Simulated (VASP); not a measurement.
The system is SrTiO3.

```
Sr Ti O
1.0
     3.90500    0.00000    0.00000
     0.00000    3.90500    0.00000
     0.00000    0.00000    3.90500
Sr Ti O
1 1 3
Direct
  0.00000 0.00000 0.00000
  0.50000 0.50000 0.50000
  0.00000 0.50000 0.50000
  0.50000 0.00000 0.50000
  0.50000 0.50000 0.00000
```

| Item | Value |
| --- | --- |
| Program | VASP 6.6.1 |
| Task | relaxation of cell and atoms |
| Functional | PBE |
| Potentials or basis | VASP PAW PBE potentials, release 64 (Sr_sv, Ti_sv, O) |
| Cutoff | 600 eV |
| k mesh | 4 × 4 × 4 |
| Occupations | gaussian, width 0.1 eV |
| Spin | collinear spin |
| Starting moments | [0.0, 1.0, 0.0, 0.0, 0.0] μB |

At the start: pressure 4.8 GPa; volume 11.91 Å³/atom.

Q: How do energy, volume and symmetry change on relaxing?

A: Over 3 steps the energy falls by 4.8 meV/atom and the volume is 12.24 Å³/atom (+2.7 %); space group Pm-3m (No. 221, to 0.1 Å) before and after; moment 0.00 μB per cell.

The path:
```
step  energy change (eV)  largest force (eV/Å)  pressure (GPa)  volume (Å³)
   1              0.0000                0.0000            4.83        59.55
   2             -0.0051                0.0000           -3.92        62.70
   3             -0.0240                0.0000           -0.01        61.18
```

Final structure:
```
Sr Ti O
1.0
     3.94047    0.00000    0.00000
     0.00000    3.94047    0.00000
     0.00000    0.00000    3.94047
Sr Ti O
1 1 3
Direct
  0.00000 0.00000 0.00000
  0.50000 0.50000 0.50000
  0.00000 0.50000 0.50000
  0.50000 0.00000 0.50000
  0.50000 0.50000 0.00000
```
